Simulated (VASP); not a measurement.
# ZnO (P6_3mc) in VASP: further runs, part 3 of 3

VASP 6.6.1.

### 5 Relaxation of the atoms, r2SCAN (strain along c alone, the other axes held: -6.0 %)

The input, POSCAR:

```
ZnO
1.0
    3.2348692153      0.0000000000      0.0000000000
   -1.6174346076      2.8014789184      0.0000000000
    0.0000000000      0.0000000000      4.8995728459
Zn O
2 2
Direct
    0.6666666667      0.3333333333      0.4943457443
    0.3333333333      0.6666666667     -0.0056542557
    0.6666666667      0.3333333333      0.8859642557
    0.3333333333      0.6666666667      0.3859642557
```

The input, INCAR.step1:

```
PREC     = Accurate       # precision mode
ENCUT    = 520            # plane-wave cutoff, eV
ISMEAR   = 0              # smearing method
SIGMA    = 0.02           # smearing width, eV
LREAL    = F              # projectors in reciprocal space
LASPH    = T              # aspherical terms in the spheres
NELM     = 80             # most SCF steps
GGA      = PE             # functional
ALGO     = Normal         # electronic algorithm
EDIFF    = 1E-4           # SCF threshold, eV
LWAVE    = T              # write WAVECAR
LCHARG   = F              # write CHGCAR
```

The input, INCAR.step2:

```
PREC     = Accurate       # precision mode
ENCUT    = 520            # plane-wave cutoff, eV
EDIFF    = 1E-6           # SCF threshold, eV
ISMEAR   = 0              # smearing method
SIGMA    = 0.02           # smearing width, eV
LREAL    = F              # projectors in reciprocal space
LASPH    = T              # aspherical terms in the spheres
NELM     = 80             # most SCF steps
ALGO     = Normal         # electronic algorithm
ISIF     = 2              # what is computed and relaxed
LWAVE    = F              # write WAVECAR
LCHARG   = F              # write CHGCAR
METAGGA  = R2SCAN         # meta-GGA
LMIXTAU  = T            
IBRION   = 2              # ionic algorithm
NSW      = 60             # ionic steps
EDIFFG   = -0.008         # ionic threshold
ISTART   = 1
```

The input, KPOINTS:

```
Automatic mesh
0
Gamma
  12 12 6
```

Run with:

```console
> cat potpaw_PBE.64/Zn/POTCAR potpaw_PBE.64/O/POTCAR > POTCAR
> cp INCAR.step1 INCAR
> mpirun -np 1 vasp_std > vasp.out
> cp INCAR.step2 INCAR
> mpirun -np 1 vasp_std > vasp.out
```

Wall time 11 min (1 thread of Oxide Virtual Turin-like, shared host); peak memory 0.18 GiB.

It converged, with:

```yaml
Free_energy: -36.1803 eV
Energy_gained_by_relaxing: 2.7 meV/atom
Ionic_steps: 3
Pressure_after_relaxing: 11.3 GPa
Band_gap_on_the_k_mesh: 1.39 eV
```

Stress tensor (GPa, compression positive):
```
 9.83  0.00  0.00
 0.00  9.83  0.00
 0.00  0.00 14.14
```

The path:
```
step  energy change (eV)  largest force (eV/Å)  pressure (GPa)
   1              0.0000                0.3170           11.61
   2             -0.0107                0.0428           11.29
   3             -0.0109                0.0008           11.27
```

Final structure:
```
Zn O
1.0
     3.23487    0.00000    0.00000
    -1.61743    2.80148    0.00000
     0.00000    0.00000    4.89957
Zn O
2 2
Direct
  0.66667 0.33333 0.49066
  0.33333 0.66667 0.99066
  0.66667 0.33333 0.88965
  0.33333 0.66667 0.38965
```

Levels at points of the mesh, in eV from the valence-band top:
```csv
k point,band 16,band 17,band 18,band 19,band 20,band 21
"(0.00, 0.00, 0.00)",-0.21,0.00,0.00,1.39,5.87,9.61
"(0.50, 0.00, 0.00)",-2.65,-1.29,-1.10,6.69,7.34,8.69
"(0.00, 0.00, 0.50)",-0.42,-0.42,-0.42,4.21,4.21,11.49
"(0.50, 0.00, 0.50)",-1.81,-1.23,-1.23,6.47,6.47,9.55
```

Caveat: the cell differs from its parent crystal (strain along c alone, the other axes held: -6.0 %); the PAW data sets were made with another functional, which shifts forces and pressure a little.

### 6 Relaxation of the atoms, r2SCAN (strain along c alone, the other axes held: -4.0 %)

The input, POSCAR:

```
ZnO
1.0
    3.2348692153      0.0000000000      0.0000000000
   -1.6174346076      2.8014789184      0.0000000000
    0.0000000000      0.0000000000      5.0038190767
Zn O
2 2
Direct
    0.6666666667      0.3333333333      0.4975804252
    0.3333333333      0.6666666667     -0.0024195748
    0.6666666667      0.3333333333      0.8827295748
    0.3333333333      0.6666666667      0.3827295748
```

The input, INCAR.step1:

```
PREC = Accurate
ENCUT = 520
ISMEAR = 0
SIGMA = 0.02
LREAL = False
LASPH = True
NELM = 80
GGA = PE
ALGO = Normal
EDIFF = 1E-4
LWAVE = True
LCHARG = False
```

The input, INCAR.step2:

```
PREC = Accurate
ENCUT = 520
EDIFF = 1E-7
ISMEAR = 0
SIGMA = 0.02
LREAL = False
LASPH = True
NELM = 80
ALGO = Normal
ISIF = 2
LWAVE = False
LCHARG = False
METAGGA = R2SCAN
LMIXTAU = True
IBRION = 2
NSW = 60
EDIFFG = -0.008
ISTART = 1
```

The input, KPOINTS:

```
regular mesh
0
Gamma
  12 12 6
```

Potentials or basis: VASP PAW PBE potentials, release 64 (Zn, O).

Run with:

```console
> cat potpaw_PBE.64/Zn/POTCAR potpaw_PBE.64/O/POTCAR > POTCAR
> cp INCAR.step1 INCAR
> mpirun -np 1 vasp_std > vasp.out
> cp INCAR.step2 INCAR
> mpirun -np 1 vasp_std > vasp.out
```

OUTCAR:

```text
PREC = Accurate
   ENCUT = 520
   EDIFF = 1E-7
   ISMEAR = 0
   LREAL = False
   LASPH = True
   NELM = 80
   ISIF = 2
   METAGGA = R2SCAN
   IBRION = 2
   NSW = 60
   EDIFFG = -0.008
   ISTART = 1

 ion  position               nearest neighbor table
   1  0.667  0.333  0.498-   3 1.93   4 1.95   4 1.95   4 1.95
   2  0.333  0.667  0.998-   4 1.93   3 1.95   3 1.95   3 1.95
   3  0.667  0.333  0.883-   1 1.93   2 1.95   2 1.95   2 1.95
   4  0.333  0.667  0.383-   2 1.93   1 1.95   1 1.95   1 1.95

  LATTYP: Found a hexagonal cell.
 ALAT       =     3.2348692153
 C/A-ratio  =     1.5468381389

  Lattice vectors:

 A1 = (   3.2348692153,   0.0000000000,   0.0000000000)
 A2 = (  -1.6174346076,   2.8014789184,   0.0000000000)
 A3 = (   0.0000000000,   0.0000000000,   5.0038190767)

Analysis of symmetry for initial positions (statically):
=====================================================================
 Subroutine PRICEL returns:
 Original cell was already a primitive cell.

 Routine SETGRP: Setting up the symmetry group for a
 hexagonal supercell.

 Subroutine GETGRP returns: Found 12 space group operations
 (whereof  6 operations were pure point group operations)
 out of a pool of 24 trial point group operations.

The static configuration has the point symmetry C_3v.
 The point group associated with its full space group is C_6v.

Analysis of symmetry for dynamics (positions and initial velocities):
=====================================================================
 Subroutine PRICEL returns:
 Original cell was already a primitive cell.

 Routine SETGRP: Setting up the symmetry group for a
 hexagonal supercell.

 Subroutine GETGRP returns: Found 12 space group operations
 (whereof  6 operations were pure point group operations)
 out of a pool of 24 trial point group operations.

The dynamic configuration has the point symmetry C_3v.
 The point group associated with its full space group is C_6v.

 Subroutine INISYM returns: Found 12 space group operations
 (whereof  6 operations are pure point group operations),
 and found     1 'primitive' translations

----------------------------------------------------------------------------------------

                                     Primitive cell

  volume of cell :      45.3467

  direct lattice vectors                    reciprocal lattice vectors
     3.234869215  0.000000000  0.000000000     0.309131508  0.178477160  0.000000000
    -1.617434608  2.801478918  0.000000000     0.000000000  0.356954319  0.000000000
     0.000000000  0.000000000  5.003819077     0.000000000  0.000000000  0.199847354

  length of vectors
     3.234869215  3.234869215  5.003819077     0.356954319  0.356954319  0.199847354

  position of ions in fractional coordinates (direct lattice)
     0.666666667  0.333333333  0.497580425
     0.333333333  0.666666667  0.997580425
     0.666666667  0.333333333  0.882729575
     0.333333333  0.666666667  0.382729575

  ion indices of the primitive-cell ions
   primitive index   ion index
                 1           1
                 2           2
                 3           3
                 4           4

[... 51 lines left out ...]
  0.333333  0.000000  0.166667     12.000000
 [... further k-points ...]
   k-points           NKPTS =     76   k-points in BZ     NKDIM =     76   number of bands    NBANDS=     22
   number of dos      NEDOS =    301   number of ions     NIONS =      4
   total plane-waves  NPLWV =  23040
   dimension x,y,z NGX =    24 NGY =   24 NGZ =   40
   dimension x,y,z NGXF=    48 NGYF=   48 NGZF=   80
   ions per type =               2   2
   NGX,Y,Z   is equivalent  to a cutoff of  12.33, 12.33, 13.29 a.u.
   NGXF,Y,Z  is equivalent  to a cutoff of  24.67, 24.67, 26.58 a.u.
 SYSTEM =  unknown system
   PREC   = accura    normal or accurate (medium, high low for compatibility)
   ISTART =      1    job   : 0-new  1-cont  2-samecut
   ICHARG =      0    charge: 1-file 2-atom 10-const
   ISPIN  =      1    spin polarized calculation?
   LNONCOLLINEAR =      F non collinear calculations
   LSORBIT =      F    spin-orbit coupling
   LASPH  =      T    aspherical Exc in radial PAW
   ENCUT  =  520.0 eV  38.22 Ry    6.18 a.u.   6.01  6.01  9.30*2*pi/ulx,y,z
   NELM   =     80;   NELMIN=  2; NELMDL=  0     # of ELM steps
   EDIFF  = 0.1E-06   stopping-criterion for ELM
   LREAL  =      F    real-space projection
   EDIFFG = -.8E-02   stopping-criterion for IOM
   NSW    =     60    number of steps for IOM
   IBRION =      2    ionic relax: 0-MD 1-quasi-New 2-CG
   NFREE  =      1    steps in history (QN), initial steepest desc. (CG)
   ISIF   =      2    stress and relaxation
   ISYM   =      2    0-nonsym 1-usesym 2-fastsym
   POTIM  = 0.5000    time-step for ionic-motion
   TEBEG  =    0.0;   TEEND  =   0.0 temperature during run
   PSTRESS=    0.0 pullay stress
   NELECT =      36.0000    total number of electrons
   NUPDOWN=      -1.0000    fix difference up-down
   EMIN   =  10.00;   EMAX   =-10.00  energy-range for DOS
   EFERMI =   0.00;   METHOD = LEGACY
   ISMEAR =     0;   SIGMA  =   0.02  broadening in eV -4-tet -1-fermi 0-gaus
   EFERMI_NEDOS =   21; number of points for ismear=-14 and -15
   IALGO  =     38    algorithm
   IMIX   =      4    mixing-type and parameters
     AMIX     =   0.40;   BMIX     =  1.00
     AMIX_MAG =   1.60;   BMIX_MAG =  1.00
  volume/ion in A,a.u.               =      11.34        76.50
  Fermi-wavevector in a.u.,A,eV,Ry     =   1.515865  2.864569 31.264090  2.297846
  Thomas-Fermi vector in A             =   2.625331
   LORBIT       =      0    0 simple, 1 ext, 2 COOP (PROOUT), +10 PAW based schemes
   METAGGA = R2SCAN    functional components
   LHFCALC =     F    Hartree Fock is set to
   AEXX    =    0.0000 exact exchange contribution
   IVDW    =     0    specifies the selected vdW correction
   LEPSILON=     F    determine dielectric tensor
   LRPA    =     F    only Hartree local field effects (RPA)
 conjugate gradient relaxation of ions
 non-spin polarized calculation
 Gauss-broadening in eV      SIGMA  =   0.02
  energy-cutoff  :      520.00
  volume of cell :       45.35
 maximum number of plane-waves:      1248
   NGX = 13   NGY = 13   NGZ = 19

--------------------------------------- Ionic step        1  -------------------------------------------

 number of electron      36.0000055 magnetization

 Free energy of the ion-electron system (eV)
  ---------------------------------------------------
  ext. energy  EPLUGINS =         0.00000000
  ---------------------------------------------------
  free energy    TOTEN  =       -36.24190421 eV

  energy without entropy =      -36.24190421  energy(sigma->0) =      -36.24190421

------------------------ aborting loop because EDIFF is reached ----------------------------------------

  FORCE on cell =-STRESS in cart. coord.  units (eV):
  Direction    XX          YY          ZZ          XY          YZ          ZX
  --------------------------------------------------------------------------------------
  -------------------------------------------------------------------------------------
  Total        1.4897651      1.4897651      3.7191923      0.0000000      0.0000000      0.0000000
  in kB       52.6359767     52.6359767    131.4054967      0.0000000      0.0000000      0.0000000
  external PRESSURE =      78.8924834 kB  Pullay stress =       0.0000000 kB
[... 63 lines left out ...]
--------------------------------------- Ionic step        3  -------------------------------------------

 number of electron      36.0000010 magnetization

 Free energy of the ion-electron system (eV)
  ---------------------------------------------------
  ext. energy  EPLUGINS =         0.00000000
  ---------------------------------------------------
  free energy    TOTEN  =       -36.25153370 eV

  energy without entropy =      -36.25153370  energy(sigma->0) =      -36.25153370

 E-fermi :   1.3838     XC(G=0): -11.9469

 val. band max:        1.2856275300   @ k =   0.0000   0.0000   0.0000
 cond. band min:       2.6237721068   @ k =   0.0000   0.0000   0.0000
 fundamental gap:      1.3381445769
 Fermi energy:         1.3837548823

 k-point     1 :       0.0000    0.0000    0.0000
  band No.  band energies     occupation
      1     -18.1805      2.00000
      2     -17.3607      2.00000
      3      -4.7985      2.00000
      4      -4.7985      2.00000
      5      -4.6209      2.00000
      6      -4.6185      2.00000
[... 589 lines left out ...]
     21      10.3827      0.00000
     22      10.9036      0.00000

 [... further k-points ...]

------------------------ aborting loop because EDIFF is reached ----------------------------------------

  FORCE on cell =-STRESS in cart. coord.  units (eV):
  Direction    XX          YY          ZZ          XY          YZ          ZX
  --------------------------------------------------------------------------------------
  -------------------------------------------------------------------------------------
  Total        1.8663711      1.8663711      2.7643582      0.0000000      0.0000000      0.0000000
  in kB       65.9421188     65.9421188     97.6695578      0.0000000      0.0000000      0.0000000
  external PRESSURE =      76.5179318 kB  Pullay stress =       0.0000000 kB
[... 19 lines left out ...]
  FREE ENERGIE OF THE ION-ELECTRON SYSTEM (eV)
  ---------------------------------------------------
  free  energy   TOTEN  =       -36.2515337020 eV

  energy  without entropy=      -36.2515337020  energy(sigma->0) =      -36.25153370

 reached required accuracy - stopping structural energy minimisation
```

It took 17 min on 1 thread of Oxide Virtual Turin-like, shared host; peak memory 0.18 GiB.

Results:

| Quantity | Value |
| --- | --- |
| Free energy | -36.2515 eV |
| Energy gained by relaxing | 2.4 meV/atom |
| Ionic steps | 3 |
| Pressure after relaxing | 7.7 GPa |
| Largest force after relaxing | 0.003 eV/Å |
| Band gap on the k mesh | 1.34 eV |

Forces on the atoms (eV/Å):
```
Zn   0.000  0.000  0.003
Zn   0.000  0.000  0.003
O    0.000  0.000 -0.003
O    0.000  0.000 -0.003
```

Stress tensor (GPa, compression positive):
```
6.59 0.00 0.00
0.00 6.59 0.00
0.00 0.00 9.77
```

Step by step:
| step | energy change (eV) | largest force (eV/Å) | pressure (GPa) |
| --- | --- | --- | --- |
| 1 | 0.0000 | 0.2813 | 7.89 |
| 2 | -0.0092 | 0.0618 | 7.68 |
| 3 | -0.0096 | 0.0030 | 7.65 |

Final structure:
```
CELL_PARAMETERS angstrom
3.23487 0.00000 0.00000
-1.61743 2.80148 0.00000
0.00000 0.00000 5.00382
ATOMIC_POSITIONS crystal
Zn 0.66667 0.33333 0.49402
Zn 0.33333 0.66667 0.99402
O 0.66667 0.33333 0.88629
O 0.33333 0.66667 0.38629
```

Caveat: the cell differs from its parent crystal (strain along c alone, the other axes held: -4.0 %); the PAW data sets were made with another functional, which shifts forces and pressure a little.

### 7 Relaxation of the atoms, r2SCAN (strain along c alone, the other axes held: +4.0 %)

The input, POSCAR:

```
ZnO
1.0
    3.2348692153      0.0000000000      0.0000000000
   -1.6174346076      2.8014789184      0.0000000000
    0.0000000000      0.0000000000      5.4208039998
Zn O
2 2
Direct
    0.6666666667      0.3333333333      0.5027552805
    0.3333333333      0.6666666667      0.0027552805
    0.6666666667      0.3333333333      0.8775547195
    0.3333333333      0.6666666667      0.3775547195
```

The input, INCAR.step1:

```
ALGO = Normal ; EDIFF = 1E-4
ENCUT = 520 ; GGA = PE
ISMEAR = 0 ; LASPH = True
LCHARG = False ; LREAL = False
LWAVE = True ; NELM = 60
PREC = Accurate ; SIGMA = 0.02
```

The input, INCAR.step2:

```
ALGO = Normal ; EDIFF = 1E-6
EDIFFG = -0.008 ; ENCUT = 520
IBRION = 2 ; ISIF = 2
ISMEAR = 0 ; ISTART = 1
LASPH = True ; LCHARG = False
LMIXTAU = True ; LREAL = False
LWAVE = False ; METAGGA = R2SCAN
NELM = 60 ; NSW = 60
PREC = Accurate ; SIGMA = 0.02
```

The input, KPOINTS:

```
k-points
0
Gamma
  12 12 6
```

Run with:

```console
> cat potpaw_PBE.64/Zn/POTCAR potpaw_PBE.64/O/POTCAR > POTCAR
> cp INCAR.step1 INCAR
> mpirun -np 1 vasp_std > vasp.out
> cp INCAR.step2 INCAR
> mpirun -np 1 vasp_std > vasp.out
```

It took 5.6 min on 1 thread of Oxide Virtual Turin-like, shared host; peak memory 0.18 GiB.

The run converged. Its results:

```yaml
Free_energy: -36.2770 eV
Energy_gained_by_relaxing: 0.7 meV/atom
Ionic_steps: 3
Pressure_after_relaxing: -4.6 GPa
Band_gap_on_the_k_mesh: 1.11 eV
```

Stress tensor (GPa, compression positive):
```
-3.00  0.00  0.00
 0.00 -3.00  0.00
 0.00  0.00 -7.85
```

The path:
```csv
step,energy change (eV),largest force (eV/Å),pressure (GPa)
1,0.0000,0.1273,-4.40
2,-0.0023,0.0590,-4.53
3,-0.0029,0.0013,-4.62
```

Final structure:
```cif
data_structure
_symmetry_space_group_name_H-M 'P 1'
_symmetry_Int_Tables_number 1
_cell_length_a 3.2349
_cell_length_b 3.2349
_cell_length_c 5.4208
_cell_angle_alpha 90.000
_cell_angle_beta 90.000
_cell_angle_gamma 120.000
_cell_volume 49.13
loop_
_atom_site_label
_atom_site_type_symbol
_atom_site_fract_x
_atom_site_fract_y
_atom_site_fract_z
_atom_site_occupancy
Zn1 Zn 0.66667 0.33333 0.50480 1
Zn2 Zn 0.33333 0.66667 0.00480 1
O1 O 0.66667 0.33333 0.87551 1
O2 O 0.33333 0.66667 0.37551 1
```

Levels at points of the mesh, in eV from the valence-band top:
```
           k point  band 16  band 17  band 18  band 19  band 20  band 21
(0.00, 0.00, 0.00)    -0.13     0.00     0.00     1.11     5.87     8.35
(0.50, 0.00, 0.00)    -2.12    -1.35    -0.77     6.26     7.32     7.70
(0.00, 0.00, 0.50)    -0.37    -0.37    -0.37     3.77     3.77    10.43
(0.50, 0.00, 0.50)    -1.50    -1.41    -1.41     6.08     6.08     8.94
```

Caveat: the cell differs from its parent crystal (strain along c alone, the other axes held: +4.0 %); the PAW data sets were made with another functional, which shifts forces and pressure a little.

### 8 Summary

| task | cell | cutoff (eV) | gap on the mesh (eV) | pressure (GPa) |
| --- | --- | --- | --- | --- |
| relaxation of cell and atoms | relaxed to 15 GPa from a = 3.145, b = 3.145, c = 5.064 Å, angles 90.0, 90.0, 120.0°, 4 atoms, atomic positions A | 600 | 1.35 | 15.0 |
| single point | a = 3.235, b = 3.235, c = 5.212 Å, angles 90.0, 90.0, 120.0°, 4 atoms, atomic positions A | 520 | 1.23 | 1.0 |
| relaxation of cell and atoms | relaxed from a = 3.237, b = 3.237, c = 5.222 Å, angles 90.0, 90.0, 120.0°, 4 atoms, atomic positions A | 600 | 1.23 | 0.0 |
| relaxation of the atoms | atoms relaxed from a = 3.235, b = 3.235, c = 4.900 Å, angles 90.0, 90.0, 120.0°, 4 atoms, atomic positions B | 520 | 1.39 | 11.3 |
| relaxation of the atoms | atoms relaxed from a = 3.235, b = 3.235, c = 5.004 Å, angles 90.0, 90.0, 120.0°, 4 atoms, atomic positions C | 520 | 1.34 | 7.7 |
| relaxation of the atoms | atoms relaxed from a = 3.235, b = 3.235, c = 5.421 Å, angles 90.0, 90.0, 120.0°, 4 atoms, atomic positions D | 520 | 1.11 | -4.6 |

Alike in all rows: level r2SCAN; potentials or basis VASP PAW PBE potentials, release 64 (Zn, O); no spin polarisation; k mesh 12 × 12 × 6; smearing gaussian 0.02 eV.

Caveats: the PAW data sets were made with another functional, which shifts forces and pressure a little; the cell is relaxed towards a set pressure, so the run minimises the enthalpy, not the energy (at least some runs).

Absolute energies hang on the potentials; compare differences alone.
